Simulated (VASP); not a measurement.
MgZn4O: relaxation of cell and atoms with PBE

The system is MgZn4O.

```
Mg Zn O
1.0
     0.00000    3.37495    3.37495
     3.37495    0.00000    3.37495
     3.37495    3.37495    0.00000
Mg Zn O
1 4 1
Direct
  0.25000 0.25000 0.25000
  0.12500 0.62500 0.62500
  0.62500 0.62500 0.62500
  0.62500 0.12500 0.62500
  0.62500 0.62500 0.12500
  0.00000 0.00000 0.00000
```

- Program: VASP 6.6.1
- Task: relaxation of cell and atoms
- Functional: PBE
- Potentials or basis: VASP PAW PBE potentials, release 64 (Mg, Zn, O)
- Cutoff: 600 eV
- k mesh: 4 × 4 × 4
- Occupations: gaussian, width 0.2 eV
- Spin: no spin polarisation
- Dipole correction: no
- Further INCAR settings: ALGO = Normal; EDIFF = 1e-06; IBRION = 2; EDIFFG = -0.08; NSW = 36; ISIF = 3

| Item | Value |
| --- | --- |
| Relaxed volume | 15.74 Å³/atom |
| Relaxed cell | a = 5.111 Å, b = 5.111 Å, c = 5.111 Å, α = 60.00°, β = 60.00°, γ = 60.00° |
| Space group after relaxing (to 0.05 Å) | F-43m (No. 216) |
| Energy gained by relaxing | 170.1 meV/atom |
| Ionic steps | 3 |
| Pressure after relaxing | 0.2 GPa |
| Band gap on the k mesh | zero (band 28 reaches 2.47 eV, above the bottom of band 29 at 1.83 eV) |

Step by step:
| step | energy change (eV) | largest force (eV/Å) | pressure (GPa) | volume (Å³) |
| --- | --- | --- | --- | --- |
| 1 | 0.0000 | 0.0064 | 22.45 | 76.88 |
| 2 | -0.9901 | 0.0040 | -2.42 | 98.64 |
| 3 | -1.0208 | 0.0049 | 0.23 | 94.41 |

Final structure:
```cif
data_structure
_symmetry_space_group_name_H-M 'P 1'
_symmetry_Int_Tables_number 1
_cell_length_a 5.1111
_cell_length_b 5.1111
_cell_length_c 5.1111
_cell_angle_alpha 60.000
_cell_angle_beta 60.000
_cell_angle_gamma 60.000
_cell_volume 94.41
loop_
_atom_site_label
_atom_site_type_symbol
_atom_site_fract_x
_atom_site_fract_y
_atom_site_fract_z
_atom_site_occupancy
Mg1 Mg 0.25000 0.25000 0.25000 1
Zn1 Zn 0.12493 0.62502 0.62502 1
Zn2 Zn 0.62502 0.62502 0.62502 1
Zn3 Zn 0.62502 0.12493 0.62502 1
Zn4 Zn 0.62502 0.62502 0.12493 1
O1 O 0.00000 0.00000 0.00000 1
```

Levels at points of the mesh, in eV from the Fermi level:
```csv
k point,band 26,band 27,band 28,band 29,band 30,band 31
"(0.00, 0.00, 0.00)",-2.01,0.25,0.25,0.25,1.58,1.58
"(0.50, 0.00, 0.00)",-2.05,-0.56,-0.56,-0.39,1.88,1.88
"(0.50, 0.50, 0.00)",-2.37,-0.32,0.13,0.13,0.55,5.55
```

Wall time 120 s on 1 thread of AMD EPYC 7R43 64-Core Processor (Zen 3), on a shared host, peak memory 0.22 GiB.

Caveat: the k points lie up to 0.38 Å⁻¹ apart in the final cell; the volume moved by over 15 % at a fixed basis, so the end points are rough.
